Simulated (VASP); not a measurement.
# Be2Cd2O (P4/mmm) in VASP: single point with PBE

Aim: the single point of Be2Cd2O with PBE.

All numbers are computed with VASP 6.6.1; they aren't measurements. Logs are shortened: lines on timing, memory, paths and dates and some standing lists are left out, and cuts for length are marked.

### 1 The cell of the first run

Symmetry: P4/mmm, No. 123, tetragonal system. Conventional cell: a = 4.575 Å, b = 4.575 Å, c = 3.955 Å, α = 90.00°, β = 90.00°, γ = 90.00°. Be (site symmetry 4mm) has 2 Be at 1.97 to 1.98 Å and 4 Cd at 2.49 Å within 2.6 Å. Within 3.3 Å of Cd (site symmetry mmm) lie 4 Be at 2.49 Å and 4 O at 3.02 Å and 4 Cd at 3.23 Å. Within 4.0 Å of O (site symmetry 4/mmm) lie 8 Cd at 3.02 Å and 8 Be at 3.38 Å and 2 O at 3.95 Å.

### 2 Single point, PBE, collinear spin, ferromagnetic start

File INCAR:

```
ALGO = Normal
EDIFF = 1E-6
ENCUT = 520
GGA = PE
ISIF = 2
ISMEAR = 0
ISPIN = 2
LASPH = True
LCHARG = False
LORBIT = 11
LREAL = False
LWAVE = False
MAGMOM = 0.11 0.11 0 0 0.96
NBANDS = 29
NELM = 150
PREC = Accurate
SIGMA = 0.1
```

File KPOINTS:

```
k-points
0
Gamma
  8 8 10
```

File POSCAR:

```
Be2Cd2O
1.0
    4.5746672908      0.0000000000      0.0000000000
    0.0000000000      4.5746672908      0.0000000000
    0.0000000000      0.0000000000      3.9548564525
Be Cd O
2 2 1
Direct
    0.5000000000      0.5000000000      0.2505861796
    0.5000000000      0.5000000000      0.7494138204
    0.0000000000      0.5000000000      0.5000000000
    0.5000000000      0.0000000000      0.5000000000
    0.0000000000      0.0000000000      0.0000000000
```

Potentials or basis: VASP PAW PBE potentials, release 64 (Be, Cd, O).

The run is started by

```sh
$ cat potpaw_PBE.64/Be/POTCAR potpaw_PBE.64/Cd/POTCAR potpaw_PBE.64/O/POTCAR > POTCAR
$ mpirun -np 1 vasp_std > vasp.out
```

OUTCAR:

```text
EDIFF = 1E-6
   ENCUT = 520
   GGA = PE
   ISIF = 2
   ISMEAR = 0
   ISPIN = 2
   LASPH = True
   LORBIT = 11
   LREAL = False
   NELM = 150
   PREC = Accurate

 ion  position               nearest neighbor table
   1  0.500  0.500  0.251-   2 1.97   2 1.98   4 2.49   3 2.49   4 2.49   3 2.49
   2  0.500  0.500  0.749-   1 1.97   1 1.98   3 2.49   4 2.49   4 2.49   3 2.49
   3  0.000  0.500  0.500-   1 2.49   2 2.49   1 2.49   2 2.49   4 3.23   4 3.23   4 3.23   4 3.23

   4  0.500  0.000  0.500-   1 2.49   2 2.49   1 2.49   2 2.49   3 3.23   3 3.23   3 3.23   3 3.23

   5  0.000  0.000  0.000-

  LATTYP: Found a simple tetragonal cell.
 ALAT       =     4.5746672908
 C/A-ratio  =     0.8645123680

  Lattice vectors:

 A1 = (   4.5746672908,   0.0000000000,   0.0000000000)
 A2 = (   0.0000000000,   4.5746672908,   0.0000000000)
 A3 = (   0.0000000000,   0.0000000000,   3.9548564525)

Analysis of symmetry for initial positions (statically):
=====================================================================
 Subroutine PRICEL returns:
 Original cell was already a primitive cell.

 Routine SETGRP: Setting up the symmetry group for a
 simple tetragonal supercell.

 Subroutine GETGRP returns: Found 16 space group operations
 (whereof 16 operations were pure point group operations)
 out of a pool of 16 trial point group operations.

The static configuration has the point symmetry D_4h.

Analysis of symmetry for dynamics (positions and initial velocities):
=====================================================================
 Subroutine PRICEL returns:
 Original cell was already a primitive cell.

 Routine SETGRP: Setting up the symmetry group for a
 simple tetragonal supercell.

 Subroutine GETGRP returns: Found 16 space group operations
 (whereof 16 operations were pure point group operations)
 out of a pool of 16 trial point group operations.

The dynamic configuration has the point symmetry D_4h.

Analysis of structural, dynamic, and magnetic symmetry:
=====================================================================
 Subroutine PRICEL returns:
 Original cell was already a primitive cell.

 Routine SETGRP: Setting up the symmetry group for a
 simple tetragonal supercell.

 Subroutine GETGRP returns: Found 16 space group operations
 (whereof 16 operations were pure point group operations)
 out of a pool of 16 trial point group operations.

The overall configuration has the point symmetry D_4h.

 Subroutine INISYM returns: Found 16 space group operations
 (whereof 16 operations are pure point group operations),
 and found     1 'primitive' translations

----------------------------------------------------------------------------------------

                                     Primitive cell

  volume of cell :      82.7656

  direct lattice vectors                    reciprocal lattice vectors
     4.574667291  0.000000000  0.000000000     0.218595132  0.000000000  0.000000000
     0.000000000  4.574667291  0.000000000     0.000000000  0.218595132  0.000000000
     0.000000000  0.000000000  3.954856453     0.000000000  0.000000000  0.252853678

  length of vectors
     4.574667291  4.574667291  3.954856453     0.218595132  0.218595132  0.252853678

  position of ions in fractional coordinates (direct lattice)
     0.500000000  0.500000000  0.250586180
     0.500000000  0.500000000  0.749413820
     0.000000000  0.500000000  0.500000000
     0.500000000  0.000000000  0.500000000
     0.000000000  0.000000000  0.000000000

  ion indices of the primitive-cell ions
   primitive index   ion index
                 1           1
                 2           2
                 3           3
                 4           4
                 5           5

----------------------------------------------------------------------------------------

 KPOINTS: k-points

Automatic generation of k-mesh.
 Grid dimensions read from file:
 generate k-points for:    8    8   10

 Generating k-lattice:

  Cartesian coordinates                     Fractional coordinates (reciprocal lattice)
     0.027324391  0.000000000  0.000000000     0.125000000  0.000000000  0.000000000
     0.000000000  0.027324391  0.000000000     0.000000000  0.125000000  0.000000000
     0.000000000  0.000000000  0.025285368     0.000000000  0.000000000  0.100000000

  Length of vectors
     0.027324391  0.027324391  0.025285368

  Shift w.r.t. Gamma in fractional coordinates (k-lattice)
     0.000000000  0.000000000  0.000000000

 Subroutine IBZKPT returns following result:
 ===========================================

 Found     90 irreducible k-points:

 Following reciprocal coordinates:
            Coordinates               Weight
  0.000000  0.000000  0.000000      1.000000
  0.125000  0.000000  0.000000      4.000000
  0.250000  0.000000  0.000000      4.000000
  0.375000  0.000000  0.000000      4.000000
  0.500000  0.000000  0.000000      2.000000
  0.125000  0.125000  0.000000      4.000000
[... 16 lines left out ...]
  0.375000  0.125000  0.100000     16.000000
  0.500000  0.125000  0.100000      8.000000
 [... further k-points ...]
   k-points           NKPTS =     90   k-points in BZ     NKDIM =     90   number of bands    NBANDS=     29
   number of dos      NEDOS =    301   number of ions     NIONS =      5
   total plane-waves  NPLWV =  38880
   dimension x,y,z NGX =    36 NGY =   36 NGZ =   30
   dimension x,y,z NGXF=    72 NGYF=   72 NGZF=   60
   ions per type =               2   2   1
   NGX,Y,Z   is equivalent  to a cutoff of  13.08, 13.08, 12.61 a.u.
   NGXF,Y,Z  is equivalent  to a cutoff of  26.17, 26.17, 25.22 a.u.
 SYSTEM =  unknown system
   PREC   = accura    normal or accurate (medium, high low for compatibility)
   ISTART =      0    job   : 0-new  1-cont  2-samecut
   ICHARG =      2    charge: 1-file 2-atom 10-const
   ISPIN  =      2    spin polarized calculation?
   LNONCOLLINEAR =      F non collinear calculations
   LSORBIT =      F    spin-orbit coupling
   LASPH  =      T    aspherical Exc in radial PAW
   ENCUT  =  520.0 eV  38.22 Ry    6.18 a.u.   8.51  8.51  7.35*2*pi/ulx,y,z
   NELM   =    150;   NELMIN=  2; NELMDL= -5     # of ELM steps
   EDIFF  = 0.1E-05   stopping-criterion for ELM
   LREAL  =      F    real-space projection
   EDIFFG = 0.1E-04   stopping-criterion for IOM
   NSW    =      0    number of steps for IOM
   IBRION =     -1    ionic relax: 0-MD 1-quasi-New 2-CG
   NFREE  =      0    steps in history (QN), initial steepest desc. (CG)
   ISIF   =      2    stress and relaxation
   ISYM   =      2    0-nonsym 1-usesym 2-fastsym
   POTIM  = 0.5000    time-step for ionic-motion
   TEBEG  =    0.0;   TEEND  =   0.0 temperature during run
   PSTRESS=    0.0 pullay stress
   NELECT =      34.0000    total number of electrons
   NUPDOWN=      -1.0000    fix difference up-down
   EMIN   =  10.00;   EMAX   =-10.00  energy-range for DOS
   EFERMI =   0.00;   METHOD = LEGACY
   ISMEAR =     0;   SIGMA  =   0.10  broadening in eV -4-tet -1-fermi 0-gaus
   EFERMI_NEDOS =   21; number of points for ismear=-14 and -15
   IALGO  =     38    algorithm
   IMIX   =      4    mixing-type and parameters
     AMIX     =   0.40;   BMIX     =  1.00
     AMIX_MAG =   1.60;   BMIX_MAG =  1.00
  volume/ion in A,a.u.               =      16.55       111.71
  Fermi-wavevector in a.u.,A,eV,Ry     =   1.216983  2.299765 20.150880  1.481048
  Thomas-Fermi vector in A             =   2.352319
   LORBIT       =     11    0 simple, 1 ext, 2 COOP (PROOUT), +10 PAW based schemes
   GGA     = PE    functional components
   LHFCALC =     F    Hartree Fock is set to
   AEXX    =    0.0000 exact exchange contribution
   IVDW    =     0    specifies the selected vdW correction
   LEPSILON=     F    determine dielectric tensor
   LRPA    =     F    only Hartree local field effects (RPA)
 spin polarized calculation
 Gauss-broadening in eV      SIGMA  =   0.10
  energy-cutoff  :      520.00
  volume of cell :       82.77
 maximum number of plane-waves:      2257
 NGX is ok and might be reduce to    36
   NGX = 17   NGY = 17   NGZ = 15

 number of electron      33.9999997 magnetization       1.5421691

 Free energy of the ion-electron system (eV)
  ---------------------------------------------------
  ext. energy  EPLUGINS =         0.00000000
  ---------------------------------------------------
  free energy    TOTEN  =       -10.92214200 eV

  energy without entropy =      -10.90960246  energy(sigma->0) =      -10.91587223

 E-fermi :   1.3460     XC(G=0):  -9.9019

 val. band max:        1.3423607253   @ k =   0.3750   0.1250   0.3000
 cond. band min:       1.3501273890   @ k =   0.1250   0.1250   0.4000
 fundamental gap:      0.0077666637
 Fermi energy:         1.3460074178

 spin component 1

 k-point     1 :       0.0000    0.0000    0.0000
  band No.  band energies     occupation
      1     -15.2287      1.00000
      2      -8.0272      1.00000
      3      -7.2312      1.00000
      4      -6.8864      1.00000
      5      -6.8864      1.00000
      6      -6.8816      1.00000
[... 757 lines left out ...]
     28      13.2120      0.00000
     29      13.4174      0.00000

 [... further k-points ...]

 spin component 2

 k-point     1 :       0.0000    0.0000    0.0000
  band No.  band energies     occupation
      1     -13.8455      1.00000
      2      -7.8977      1.00000
      3      -7.2019      1.00000
      4      -6.8655      1.00000
      5      -6.8655      1.00000
      6      -6.8655      1.00000
[... 757 lines left out ...]
     28      13.5290      0.00000
     29      13.6604      0.00000

 [... further k-points ...]

------------------------ aborting loop because EDIFF is reached ----------------------------------------

  FORCE on cell =-STRESS in cart. coord.  units (eV):
  Direction    XX          YY          ZZ          XY          YZ          ZX
  --------------------------------------------------------------------------------------
  -------------------------------------------------------------------------------------
  Total        0.1146559      0.1146559      0.0831887      0.0000000     -0.0000000     -0.0000000
  in kB        2.2195114      2.2195114      1.6103678      0.0000000     -0.0000000     -0.0000000
  external PRESSURE =       2.0164635 kB  Pullay stress =       0.0000000 kB

 VOLUME and BASIS-vectors are now :
 -----------------------------------------------------------------------------
  energy-cutoff  :      520.00
  volume of cell :       82.77
      direct lattice vectors                 reciprocal lattice vectors
     4.574667291  0.000000000  0.000000000     0.218595132  0.000000000  0.000000000
     0.000000000  4.574667291  0.000000000     0.000000000  0.218595132  0.000000000
     0.000000000  0.000000000  3.954856453     0.000000000  0.000000000  0.252853678

 POSITION                                       TOTAL-FORCE (eV/Angst)
 -----------------------------------------------------------------------------------
      2.28733      2.28733      0.99103         0.000000     -0.000000     -0.021597
      2.28733      2.28733      2.96382         0.000000      0.000000      0.021597
      0.00000      2.28733      1.97743         0.000000      0.000000      0.000000
      2.28733      0.00000      1.97743         0.000000      0.000000      0.000000
      0.00000      0.00000      0.00000         0.000000      0.000000      0.000000
 -----------------------------------------------------------------------------------
    total drift:                                0.000000     -0.000000      0.000000

  FREE ENERGIE OF THE ION-ELECTRON SYSTEM (eV)
  ---------------------------------------------------
  free  energy   TOTEN  =       -10.9221419995 eV

  energy  without entropy=      -10.9096024596  energy(sigma->0) =      -10.91587223

 total charge

# of ion       s       p       d       tot
------------------------------------------
    1        0.473   0.620   0.000   1.093
    2        0.473   0.620   0.000   1.093
    3        0.536   0.258   9.504  10.298
    4        0.536   0.258   9.504  10.298
    5        1.603   3.113   0.000   4.716
--------------------------------------------------
tot          3.621   4.869  19.008  27.499

 magnetization (x)

# of ion       s       p       d       tot
------------------------------------------
    1        0.038   0.157   0.000   0.196
    2        0.038   0.157   0.000   0.196
    3        0.026   0.006   0.010   0.042
    4        0.026   0.006   0.010   0.042
    5        0.009   0.726   0.000   0.735
--------------------------------------------------
tot          0.137   1.053   0.021   1.211
```

It took 3.7 min on 1 thread of Intel Xeon 6975P-C (Granite Rapids), shared host; peak memory 0.44 GiB.

What came out:

```
Free energy                                           : -10.9221 eV
Pressure                                              : 0.2 GPa
Largest force                                         : 0.022 eV/Å
Net moment                                            : 1.54 μB per cell
Site moments                                          : Be +0.20; Cd +0.04; O +0.73 μB
Valence electrons inside the program's atomic spheres : Be 1.09; Cd 10.30; O 4.72
```

Forces on the atoms (eV/Å):
```
Be   0.000  0.000 -0.022
Be   0.000  0.000  0.022
Cd   0.000  0.000  0.000
Cd   0.000  0.000  0.000
O    0.000  0.000  0.000
```
